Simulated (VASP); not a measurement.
Wanted: the native input for a VASP 6.6.1 run.

```
Task                   : single point
Functional             : PBE
Potentials or basis    : VASP PAW PBE potentials, release 64 (Be, S)
Cutoff                 : 520 eV
k mesh                 : 8 × 8 × 8
Occupations            : gaussian, width 0.02 eV
Spin                   : no spin polarisation
Dipole correction      : no
Further INCAR settings : ALGO = Normal; EDIFF = 1e-07; NBANDS = 11
```

The structure of BeS lies in POSCAR:

```
BeS
1.0
    0.0000000000      2.4380675047      2.4380675047
    2.4380675047      0.0000000000      2.4380675047
    2.4380675047      2.4380675047      0.0000000000
Be S
1 1
Direct
    0.0000000000      0.0000000000      0.0000000000
    0.7500000000      0.7500000000      0.7500000000
```

These files were run (other wordings do the same):

INCAR

```
SYSTEM = BeS
PREC = Accurate
ENCUT = 520
EDIFF = 1E-7
ISMEAR = 0
SIGMA = 0.02
LREAL = .FALSE.
LASPH = .TRUE.
NELM = 100
ALGO = Normal
ISIF = 2
LWAVE = .FALSE.
LCHARG = .FALSE.
GGA = PE
NBANDS = 11
```

KPOINTS

```
regular mesh
0
G
  8 8 8
  0 0 0
```

Potentials or basis: VASP PAW PBE potentials, release 64 (Be, S).

Command:

```bash
$ cat potpaw_PBE.64/Be/POTCAR potpaw_PBE.64/S/POTCAR > POTCAR
$ mpirun -np 1 vasp_std > vasp.out
```

Results of the run:

The pressure is 0.0 GPa and the band gap on the k mesh is 3.15 eV, indirect (least direct gap 5.68 eV).

It took 6.6 s on 1 thread of Intel(R) Xeon(R) 6975P-C (Granite Rapids), with other jobs on the host, peak memory 0.15 GiB.
